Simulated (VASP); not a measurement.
# SrTiO3 (Pm-3m) in VASP: a series of runs

The runs below take SrTiO3 through electric field gradients, with PBEsol.

Everything below comes from runs of VASP 6.6.1. Logs are shortened: lines on timing, memory, paths and dates and some standing lists are left out, and cuts for length are marked.

### Step 1. The cell of the first run

It takes space group Pm-3m (No. 221, cubic). The conventional cell has a = 3.905 Å, b = 3.905 Å, c = 3.905 Å, α = 90.00°, β = 90.00°, γ = 90.00°. Within 3.6 Å of Sr (site symmetry m-3m) lie 12 O at 2.76 Å and 8 Ti at 3.38 Å. Ti (site symmetry m-3m) has 6 O at 1.95 Å within 2.6 Å. Within 2.6 Å of O (site symmetry 4/mmm) lie 2 Ti at 1.95 Å.

### Step 2. Electric field gradients, PBEsol

Input file INCAR:

```
ALGO = Normal
EDIFF = 1E-8
ENCUT = 520
GGA = PS
ISIF = 2
ISMEAR = -1
LASPH = True
LCHARG = False
LEFG = True
LREAL = False
LWAVE = False
NBANDS = 28
NELM = 100
PREC = Accurate
SIGMA = 0.05
```

Input file KPOINTS:

```
k-points
0
Gamma
  7 7 7
```

Input file POSCAR:

```
SrTiO3
1.0
    3.9050000000      0.0000000000      0.0000000000
    0.0000000000      3.9050000000      0.0000000000
    0.0000000000      0.0000000000      3.9050000000
Sr Ti O
1 1 3
Direct
    0.0000000000      0.0000000000      0.0000000000
    0.5000000000      0.5000000000      0.5000000000
    0.0000000000      0.5000000000      0.5000000000
    0.5000000000      0.0000000000      0.5000000000
    0.5000000000      0.5000000000      0.0000000000
```

Potentials or basis: VASP PAW PBE potentials, release 64 (Sr_sv, Ti_sv, O).

Command:

```sh
> cat potpaw_PBE.64/Sr_sv/POTCAR potpaw_PBE.64/Ti_sv/POTCAR potpaw_PBE.64/O/POTCAR > POTCAR
> mpirun -np 1 vasp_std > vasp.out
```

OUTCAR:

```text
EDIFF = 1E-8
   ENCUT = 520
   GGA = PS
   ISIF = 2
   ISMEAR = -1
   LASPH = True
   LREAL = False
   NELM = 100
   PREC = Accurate

 ion  position               nearest neighbor table
   1  0.000  0.000  0.000-   3 2.76   4 2.76   5 2.76   3 2.76   4 2.76   3 2.76   5 2.76   3 2.76
                             4 2.76   5 2.76   4 2.76   5 2.76   2 3.38   2 3.38   2 3.38   2 3.38
   2  0.500  0.500  0.500-   3 1.95   4 1.95   5 1.95   5 1.95   4 1.95   3 1.95   1 3.38   1 3.38
                             1 3.38   1 3.38   1 3.38   1 3.38   1 3.38   1 3.38
   3  0.000  0.500  0.500-   2 1.95   2 1.95   1 2.76   1 2.76   1 2.76   1 2.76
   4  0.500  0.000  0.500-   2 1.95   2 1.95   1 2.76   1 2.76   1 2.76   1 2.76
   5  0.500  0.500  0.000-   2 1.95   2 1.95   1 2.76   1 2.76   1 2.76   1 2.76

  LATTYP: Found a simple cubic cell.
 ALAT       =     3.9050000000

  Lattice vectors:

 A1 = (   3.9050000000,   0.0000000000,   0.0000000000)
 A2 = (   0.0000000000,   3.9050000000,   0.0000000000)
 A3 = (   0.0000000000,   0.0000000000,   3.9050000000)

Analysis of symmetry for initial positions (statically):
=====================================================================
 Subroutine PRICEL returns:
 Original cell was already a primitive cell.

 Routine SETGRP: Setting up the symmetry group for a
 simple cubic supercell.

 Subroutine GETGRP returns: Found 48 space group operations
 (whereof 48 operations were pure point group operations)
 out of a pool of 48 trial point group operations.

The static configuration has the point symmetry O_h .

Analysis of symmetry for dynamics (positions and initial velocities):
=====================================================================
 Subroutine PRICEL returns:
 Original cell was already a primitive cell.

 Routine SETGRP: Setting up the symmetry group for a
 simple cubic supercell.

 Subroutine GETGRP returns: Found 48 space group operations
 (whereof 48 operations were pure point group operations)
 out of a pool of 48 trial point group operations.

The dynamic configuration has the point symmetry O_h .

 Subroutine INISYM returns: Found 48 space group operations
 (whereof 48 operations are pure point group operations),
 and found     1 'primitive' translations

[... 146 lines left out ...]
 cond. band min:       5.8266954594   @ k =   0.0000   0.0000   0.0000
 fundamental gap:      1.8671011406
 Fermi energy:         4.9215310404

 k-point     1 :       0.0000    0.0000    0.0000
  band No.  band energies     occupation
      1     -52.1755      2.00000
      2     -28.6193      2.00000
      3     -28.5373      2.00000
      4     -28.5373      2.00000
      5     -28.5373      2.00000
      6     -13.3340      2.00000
[... 609 lines left out ...]
     27      12.2821      0.00000
     28      12.2821      0.00000

------------------------ aborting loop because EDIFF is reached ----------------------------------------

  FORCE on cell =-STRESS in cart. coord.  units (eV):
  Direction    XX          YY          ZZ          XY          YZ          ZX
  --------------------------------------------------------------------------------------
  -------------------------------------------------------------------------------------
  Total       -0.4748536     -0.4748536     -0.4748536     -0.0000000     -0.0000000     -0.0000000
  in kB      -12.7763625    -12.7763625    -12.7763625     -0.0000000     -0.0000000     -0.0000000
  external PRESSURE =     -12.7763625 kB  Pullay stress =       0.0000000 kB

 VOLUME and BASIS-vectors are now :
 -----------------------------------------------------------------------------
  energy-cutoff  :      520.00
  volume of cell :       59.55
      direct lattice vectors                 reciprocal lattice vectors
     3.905000000  0.000000000  0.000000000     0.256081946  0.000000000  0.000000000
     0.000000000  3.905000000  0.000000000     0.000000000  0.256081946  0.000000000
     0.000000000  0.000000000  3.905000000     0.000000000  0.000000000  0.256081946

 POSITION                                       TOTAL-FORCE (eV/Angst)
 -----------------------------------------------------------------------------------
      0.00000      0.00000      0.00000         0.000000      0.000000      0.000000
      1.95250      1.95250      1.95250         0.000000      0.000000      0.000000
      0.00000      1.95250      1.95250         0.000000      0.000000      0.000000
      1.95250      0.00000      1.95250         0.000000      0.000000      0.000000
      1.95250      1.95250      0.00000         0.000000      0.000000      0.000000
 -----------------------------------------------------------------------------------
    total drift:                                0.000000      0.000000     -0.000000

  FREE ENERGIE OF THE ION-ELECTRON SYSTEM (eV)
  ---------------------------------------------------
  free  energy   TOTEN  =       -42.0151896613 eV

  energy  without entropy=      -42.0151896601  energy(sigma->0) =      -42.01518966

 Electric field gradients (V/A^2)
---------------------------------------------------------------------
 ion       V_xx      V_yy      V_zz      V_xy      V_xz      V_yz
---------------------------------------------------------------------
   1       0.000     0.000     0.000    -0.000     0.000    -0.000
   2       0.000     0.000    -0.000    -0.000     0.000     0.000
   3       9.366    -4.683    -4.683    -0.000    -0.000    -0.000
   4      -4.683     9.366    -4.683     0.000    -0.000    -0.000
   5      -4.683    -4.683     9.366    -0.000    -0.000     0.000
---------------------------------------------------------------------

 Electric field gradients after diagonalization (V/A^2)
 (convention: |V_zz| > |V_xx| > |V_yy|)
----------------------------------------------------------------------
 ion       V_xx      V_yy      V_zz     asymmetry (V_yy - V_xx)/ V_zz
----------------------------------------------------------------------
   1       0.000     0.000     0.000      -0.023
   2       0.000     0.000    -0.000       0.107
   3      -4.683    -4.683     9.366       0.000
   4      -4.683    -4.683     9.366       0.000
   5      -4.683    -4.683     9.366       0.000
----------------------------------------------------------------------

           NMR quadrupolar parameters

 Cq : quadrupolar parameter    Cq=e*Q*V_zz/h
 eta: asymmetry parameters     (V_yy - V_xx)/ V_zz
 Q  : nuclear electric quadrupole moment in mb (millibarn)
----------------------------------------------------------------------
 ion       Cq(MHz)       eta       Q (mb)
----------------------------------------------------------------------
   1       0.000      -0.023       1.000
   2      -0.000       0.107       1.000
   3       0.023       0.000       1.000
   4       0.023       0.000       1.000
   5       0.023       0.000       1.000
----------------------------------------------------------------------
```

OSZICAR:

```text
N       E                     dE             d eps       ncg     rms          rms(c)
DAV:   1     0.428871844964E+03    0.42887E+03   -0.21570E+04  1120   0.160E+03
DAV:   2    -0.716045149810E+01   -0.43603E+03   -0.41714E+03  1276   0.434E+02
DAV:   3    -0.496393939272E+02   -0.42479E+02   -0.42196E+02  1568   0.133E+02
[... 12 lines left out ...]
DAV:  16    -0.420151896498E+02    0.99222E-06   -0.12745E-05  1240   0.260E-02    0.208E-03
DAV:  17    -0.420151896794E+02   -0.29577E-07   -0.98514E-07  1452   0.778E-03    0.260E-03
DAV:  18    -0.420151896959E+02   -0.16510E-07   -0.56722E-08  1352   0.228E-03    0.189E-03
DAV:  19    -0.420151896661E+02    0.29772E-07   -0.60399E-08  1380   0.306E-03    0.472E-04
DAV:  20    -0.420151896613E+02    0.47612E-08   -0.91555E-09   716   0.636E-04
   1 F= -.42015190E+02 E0= -.42015190E+02  d E =-.120272E-08
```

Run time: 80 s. Hardware: 1 thread of AMD EPYC 7R13, shared host; peak memory 0.16 GiB.

Results:

```
Free energy            : -42.0152 eV
Pressure               : -1.3 GPa
Band gap on the k mesh : 1.87 eV, indirect (least direct gap 2.16 eV)
```

Electric field gradients, principal values (V/Å²):
```
atom   least  middle  greatest (by size)
1 Sr   0.000   0.000               0.000
2 Ti   0.000   0.000               0.000
 3 O  -4.683  -4.683               9.366
 4 O  -4.683  -4.683               9.366
 5 O  -4.683  -4.683               9.366
```

Caveat: without QUAD_EFG the Cq values of the log hold for a quadrupole moment of 1 mb, not for the nuclei; the PAW data sets were made with another functional, which shifts forces and pressure a little.

### Step 3. Electric field gradients, PBEsol

Input file INCAR:

```
SYSTEM = SrTiO3
PREC = Accurate ; ENCUT = 520
EDIFF = 1E-8 ; ISMEAR = -1
SIGMA = 0.05 ; LREAL = .FALSE.
LASPH = .TRUE. ; NELM = 100
ALGO = Normal ; ISIF = 2
LWAVE = .FALSE. ; LCHARG = .FALSE.
GGA = PS ; LEFG = .TRUE.
NBANDS = 28
```

Input file KPOINTS:

```
Automatic mesh
0
G
  7 7 7
  0 0 0
```

POSCAR is that of step 2.

Potentials or basis: VASP PAW PBE potentials, release 64 (Sr_sv, Ti_sv, O).

Command:

```sh
> cat potpaw_PBE.64/Sr_sv/POTCAR potpaw_PBE.64/Ti_sv/POTCAR potpaw_PBE.64/O/POTCAR > POTCAR
> mpirun -np 1 vasp_std > vasp.out
```

OUTCAR:

```text
SYSTEM = SrTiO3
   PREC = Accurate
   ENCUT = 520
   EDIFF = 1E-8
   ISMEAR = -1
   LREAL = .FALSE.
   LASPH = .TRUE.
   NELM = 100
   ISIF = 2
   GGA = PS

 ion  position               nearest neighbor table
   1  0.000  0.000  0.000-   3 2.76   4 2.76   5 2.76   3 2.76   4 2.76   3 2.76   5 2.76   3 2.76
                             4 2.76   5 2.76   4 2.76   5 2.76   2 3.38   2 3.38   2 3.38   2 3.38
   2  0.500  0.500  0.500-   3 1.95   4 1.95   5 1.95   5 1.95   4 1.95   3 1.95   1 3.38   1 3.38
                             1 3.38   1 3.38   1 3.38   1 3.38   1 3.38   1 3.38
   3  0.000  0.500  0.500-   2 1.95   2 1.95   1 2.76   1 2.76   1 2.76   1 2.76
   4  0.500  0.000  0.500-   2 1.95   2 1.95   1 2.76   1 2.76   1 2.76   1 2.76
   5  0.500  0.500  0.000-   2 1.95   2 1.95   1 2.76   1 2.76   1 2.76   1 2.76

  LATTYP: Found a simple cubic cell.
[... 852 lines left out ...]
   4      -4.683     9.366    -4.683     0.000    -0.000    -0.000
   5      -4.683    -4.683     9.366    -0.000    -0.000     0.000
---------------------------------------------------------------------

 Electric field gradients after diagonalization (V/A^2)
 (convention: |V_zz| > |V_xx| > |V_yy|)
----------------------------------------------------------------------
 ion       V_xx      V_yy      V_zz     asymmetry (V_yy - V_xx)/ V_zz
----------------------------------------------------------------------
   1       0.000     0.000     0.000      -0.023
   2       0.000     0.000    -0.000       0.107
   3      -4.683    -4.683     9.366       0.000
   4      -4.683    -4.683     9.366       0.000
   5      -4.683    -4.683     9.366       0.000
----------------------------------------------------------------------

           NMR quadrupolar parameters

 Cq : quadrupolar parameter    Cq=e*Q*V_zz/h
 eta: asymmetry parameters     (V_yy - V_xx)/ V_zz
 Q  : nuclear electric quadrupole moment in mb (millibarn)
----------------------------------------------------------------------
 ion       Cq(MHz)       eta       Q (mb)
----------------------------------------------------------------------
   1       0.000      -0.023       1.000
   2      -0.000       0.107       1.000
   3       0.023       0.000       1.000
   4       0.023       0.000       1.000
   5       0.023       0.000       1.000
----------------------------------------------------------------------
```

OSZICAR:

```text
N       E                     dE             d eps       ncg     rms          rms(c)
DAV:   1     0.428871844964E+03    0.42887E+03   -0.21570E+04  1120   0.160E+03
DAV:   2    -0.716045149810E+01   -0.43603E+03   -0.41714E+03  1276   0.434E+02
DAV:   3    -0.496393939272E+02   -0.42479E+02   -0.42196E+02  1568   0.133E+02
[... 12 lines left out ...]
DAV:  16    -0.420151896498E+02    0.99222E-06   -0.12745E-05  1240   0.260E-02    0.208E-03
DAV:  17    -0.420151896794E+02   -0.29577E-07   -0.98514E-07  1452   0.778E-03    0.260E-03
DAV:  18    -0.420151896959E+02   -0.16510E-07   -0.56722E-08  1352   0.228E-03    0.189E-03
DAV:  19    -0.420151896661E+02    0.29772E-07   -0.60399E-08  1380   0.306E-03    0.472E-04
DAV:  20    -0.420151896613E+02    0.47612E-08   -0.91555E-09   716   0.636E-04
   1 F= -.42015190E+02 E0= -.42015190E+02  d E =-.120272E-08
```

stdout:

```text
POSCAR found type information on POSCAR SrTiO
 POSCAR found :  3 types and       5 ions
 scaLAPACK will be used
 -----------------------------------------------------------------------------
|                                                                             |
|                                                                             |
|     You enforced a specific xc type in the INCAR file but a different       |
|     I HOPE YOU KNOW WHAT YOU ARE DOING!                                     |
|                                                                             |
 -----------------------------------------------------------------------------

 LDA part: xc-table for (Slater+PW92), standard interpolation
 POSCAR, INCAR and KPOINTS ok, starting setup
 FFT: planning ... GRIDC
 FFT: planning ... GRID_SOFT
 FFT: planning ... GRID
 WAVECAR not read
 entering main loop
ion   1

ion   2

ion   3

ion   4

ion   5
```

Wall time 93 s (1 thread of AMD EPYC 7R13, shared host); peak memory 0.16 GiB.

Results:

| Item | Value |
| --- | --- |
| Free energy | -42.0152 eV |
| Pressure | -1.3 GPa |
| Band gap on the k mesh | 1.87 eV, indirect (least direct gap 2.16 eV) |

Electric field gradients, principal values (V/Å²):
| atom | least | middle | greatest (by size) |
| --- | --- | --- | --- |
| 1 Sr | 0.000 | 0.000 | 0.000 |
| 2 Ti | 0.000 | 0.000 | 0.000 |
| 3 O | -4.683 | -4.683 | 9.366 |
| 4 O | -4.683 | -4.683 | 9.366 |
| 5 O | -4.683 | -4.683 | 9.366 |

Caveat: without QUAD_EFG the Cq values of the log hold for a quadrupole moment of 1 mb, not for the nuclei; the PAW data sets were made with another functional, which shifts forces and pressure a little.
